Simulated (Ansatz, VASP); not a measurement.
Given: the input of a run of VASP 6.6.1 on I.

The input POSCAR:

```
I
1.0
    0.0000000000      2.3656004428      3.9098401324
    2.1922454667      0.0000000000      3.9098401324
    2.1922454667      2.3656004428      0.0000000000
I
1
Direct
    0.0000000000      0.0000000000      0.0000000000
```

The input INCAR.step1:

```
  PREC = Accurate
  ENCUT = 520
  EDIFF = 1E-5
  ISMEAR = -1
  SIGMA = 0.05
  LREAL = F
  LASPH = T
  NELM = 100
  ALGO = Normal
  ISIF = 2
  LWAVE = T
  LCHARG = F
  GGA = PE
  NBANDS = 10
```

Contents of INCAR.step2:

```
  PREC = Accurate
  ENCUT = 520
  EDIFF = 1E-6
  ISMEAR = -1
  SIGMA = 0.05
  LREAL = F
  LASPH = T
  NELM = 100
  ALGO = Normal
  ISIF = 2
  LWAVE = F
  LCHARG = F
  METAGGA = R2SCAN
  LHFCALC = T
  AEXX = 0.25
  LMIXTAU = T
  PRECFOCK = Normal
  ISTART = 1
  NBANDS = 10
```

The input KPOINTS:

```
regular mesh
0
Gamma
  5 5 5
```

Potentials or basis: VASP PAW PBE potentials, release 64 (I).

Command:

```bash
$ cat potpaw_PBE.64/I/POTCAR > POTCAR
$ cp INCAR.step1 INCAR
$ mpirun -np 1 vasp_std > vasp.out
$ cp INCAR.step2 INCAR
$ mpirun -np 1 vasp_std > vasp.out
```

**Question.** Translate it to Ansatz 0.2.0. Potentials there: Ansatz PAW.

**Answer.** As run (the cutoff follows the program's own potentials):

input.yaml

```yaml
crystal:
  lattice:
    - [0.0, 2.3656004428, 3.9098401324]
    - [2.1922454667, 0.0, 3.9098401324]
    - [2.1922454667, 2.3656004428, 0.0]
  atoms:
    - { symbol: I, position: [0.0, 0.0, 0.0] }
hamiltonian:
  xc: r2scan0
  pseudopotentials: { kind: paw }
kpoints:
  mp_grid: { grid: [5, 5, 5] }
scf:
  occupations: { method: fermi_dirac, width: 0.05 }
output:
  forces: true
  stress: true
  eigenvalues: true
```

Potentials or basis: Ansatz PAW.

Run with:

```sh
$ ansatz run input.yaml --threads 2 --pin off --max-ram 5632MiB --backend cpu --events-out ev --progress --plain --runs-dir out
```

Both were run:

|  | VASP | Ansatz | Ansatz less VASP |
| --- | --- | --- | --- |
| gap on the k mesh at the Fermi level (eV) | none | none | - |
| pressure (GPa) | -1.5 | -1.2 | +0.22 |
| traceless stress, the component that is largest in VASP (GPa) | 1.36 | 1.24 | -0.120 |

VASP's potentials were made for PBE, not for r2SCAN0. A gap of «none» marks a metal or a gap that the smearing closes. The functional is the same, so the differences come from potentials, cutoffs and numerics. VASP's potentials hold 7 valence electrons a cell and Ansatz's 17, so a difference there can come from the potentials and not from the codes.

The k mesh is coarse, so the values compare programs but aren't converged. Spin-orbit coupling is off throughout.
